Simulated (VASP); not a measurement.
Write the native input for VASP 6.6.1 that does the following.

| Property | Result |
| --- | --- |
| Task | single point |
| Functional | PBEsol |
| Potentials or basis | VASP PAW PBE potentials, release 64 (Mn_pv, Sb) |
| Cutoff | 500 eV |
| k mesh | 10 × 10 × 10 |
| Occupations | gaussian, width 0.05 eV |
| Spin | collinear spin, ferromagnetic start |
| Starting moments | [3.92, 0.0] μB |
| Dipole correction | no |
| Further INCAR settings | ALGO = Normal; EDIFF = 1e-06; NBANDS = 20 |

The structure of MnSb lies in POSCAR:

```
MnSb
1.0
    0.0000000000      3.0413944868      3.0413944868
    3.0413944868      0.0000000000      3.0413944868
    3.0413944868      3.0413944868      0.0000000000
Mn Sb
1 1
Direct
    0.0000000000      0.0000000000      0.0000000000
    0.2500000000      0.2500000000      0.2500000000
```

These files were run (other wordings do the same):

INCAR

```
PREC = Accurate ; ENCUT = 500
EDIFF = 1E-6 ; ISMEAR = 0
SIGMA = 0.05 ; LREAL = False
LASPH = True ; NELM = 200
ALGO = Normal ; ISIF = 2
LWAVE = False ; LCHARG = True
ISPIN = 2 ; MAGMOM = 3.92 0
LORBIT = 11 ; LMAXMIX = 4
GGA = PS ; LELF = True
LVHAR = True ; NBANDS = 20
GGA_COMPAT = False
```

KPOINTS

```
regular mesh
0
Gamma
  10 10 10
```

Potentials or basis: VASP PAW PBE potentials, release 64 (Mn_pv, Sb).

The run is started by

```sh
$ cat potpaw_PBE.64/Mn_pv/POTCAR potpaw_PBE.64/Sb/POTCAR > POTCAR
$ mpirun -np 1 vasp_std > vasp.out
```

It gave:

```json
{"Pressure": "-0.2 GPa", "Band gap on the k mesh": "zero (filled and empty bands overlap)", "Net moment": "4.00 μB per cell", "Site moments": "Mn +3.83; Sb -0.15 μB", "Valence electrons inside the program's atomic spheres": "Mn 11.48; Sb 2.52"}
```

Caveat: the PAW data sets were made with another functional, which shifts forces and pressure a little; spin-orbit coupling is left out, which moves the levels of the heavy elements; a cell with one magnetic atom can't hold antiferromagnetic order, which such compounds often take.

Run time: 46 s on 1 thread of AMD EPYC 9R45 96-Core Processor (Zen 5), with other jobs on the host, peak memory 0.22 GiB.
